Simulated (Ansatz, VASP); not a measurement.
# One calculation of MgS, two programs

```
Mg S
1.0
     0.00000    2.83088    2.83088
     2.83088    0.00000    2.83088
     2.83088    2.83088    0.00000
Mg S
1 1
Direct
  0.00000 0.00000 0.00000
  0.25000 0.25000 0.25000
```

Alike in both runs: task single point; functional PBE; k mesh 6 × 6 × 6; occupations gaussian, width 0.05 eV; no spin polarisation.

|  | VASP | Ansatz |
| --- | --- | --- |
| version | VASP 6.6.1 | Ansatz 0.2.0 |
| potentials or method | VASP PAW PBE potentials, release 64 (Mg, S) | plane waves |
| plane-wave cutoff (eV) | 600 | 420 |
| valence electrons in the cell | 8 | 16 |

```tsv
	VASP	Ansatz	Ansatz less VASP
gap on the k mesh at the Fermi level (eV)	3.46	3.47	+0.008
pressure (GPa)	1.0	1.1	+0.13
```

With one functional, cell and mesh, what is left measures potentials, basis and numerics. VASP's potentials hold 8 valence electrons a cell and Ansatz's 16, so a difference there can come from the potentials and not from the codes.
